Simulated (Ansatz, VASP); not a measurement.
# One calculation of BN, two programs

```
B N
1.0
     2.55394    0.00000    0.00000
    -1.27697    2.21178    0.00000
     0.00000    0.00000    4.22685
B N
2 2
Direct
  0.61580 0.23161 0.10619
  0.33333 0.66667 0.49972
  0.66667 0.33333 0.62528
  0.33333 0.66667 0.12528
```

Alike in both runs: task single point; functional PBE; k mesh 12 × 12 × 6; occupations gaussian, width 0.05 eV; no spin polarisation.

|  | VASP | Ansatz |
| --- | --- | --- |
| version | VASP 6.6.1 | Ansatz 0.2.0 |
| potentials or method | VASP PAW PBE potentials, release 64 (B, N), cutoff 520 eV | scalar-relativistic, plane waves, PAW |
| valence electrons in the cell | 16 | 16 |

|  | VASP | Ansatz | Ansatz less VASP |
| --- | --- | --- | --- |
| gap on the k mesh at the Fermi level (eV) | 2.27 | 2.27 | +0.005 |
| least direct gap on the mesh (eV) | 4.00 | 4.01 | +0.006 |
| rms of the force components (eV/Å) | 5.636 | 5.625 | -0.0104 |

Atom by atom the forces differ by 0.015 eV/Å (rms over components). The functional is the same, so the differences come from potentials, cutoffs and numerics.
